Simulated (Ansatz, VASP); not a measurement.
# Ca in VASP and in Ansatz

File INCAR:

```
SYSTEM = Ca
PREC     = Accurate       ! precision mode
ENCUT    = 520            ! plane-wave cutoff, eV
EDIFF    = 1E-6           ! SCF threshold, eV
ISMEAR   = 0              ! smearing method
SIGMA    = 0.1            ! smearing width, eV
LREAL    = .False.        ! projectors in reciprocal space
LASPH    = .True.         ! aspherical terms in the spheres
NELM     = 80             ! most SCF steps
ALGO     = Normal         ! electronic algorithm
ISIF     = 2              ! what is computed and relaxed
LWAVE    = .False.        ! write WAVECAR
LCHARG   = .True.         ! write CHGCAR
GGA      = PS             ! functional
LELF     = .True.         ! ELF
LVHAR    = .True.       
NBANDS   = 11             ! bands
```

KPOINTS

```
Automatic mesh
0
Gamma
  8 8 8
  0 0 0
```

File POSCAR:

```
Ca
1.0
    0.0000000000      2.7942000000      2.7942000000
    2.7942000000      0.0000000000      2.7942000000
    2.7942000000      2.7942000000      0.0000000000
Ca
1
Direct
    0.0000000000      0.0000000000      0.0000000000
```

input.yaml

```yaml
crystal:
  lattice:
    - [0.0, 2.7942, 2.7942]
    - [2.7942, 0.0, 2.7942]
    - [2.7942, 2.7942, 0.0]
  atoms:
    - { symbol: Ca, position: [0.0, 0.0, 0.0] }
kpoints:
  mp_grid: { grid: [8, 8, 8] }
scf:
  occupations: { method: gaussian, width: 0.1 }
hamiltonian:
  xc: pbesol
  pseudopotentials: { kind: all_electron, lapw: { basis_error: 0.001 } }
output:
  forces: true
  stress: true
  eigenvalues: true
```

Alike in both runs: task single point; functional PBEsol; k mesh 8 × 8 × 8; occupations gaussian, width 0.1 eV; no spin polarisation.

|  | VASP | Ansatz |
| --- | --- | --- |
| version | VASP 6.6.1 | Ansatz 0.2.0 |
| potentials or method | VASP PAW PBE potentials, release 64 (Ca_sv), cutoff 520 eV | all-electron LAPW, scalar-relativistic |

```csv
,VASP,Ansatz,Ansatz less VASP
gap on the k mesh at the Fermi level (eV),none,none,-
pressure (GPa),-1.2,-1.2,+0.01
```

VASP's potentials were made for PBE, not for PBEsol. A gap of «none» marks a metal or a gap that the smearing closes. Ansatz ran all-electron here, and VASP with PAW potentials.
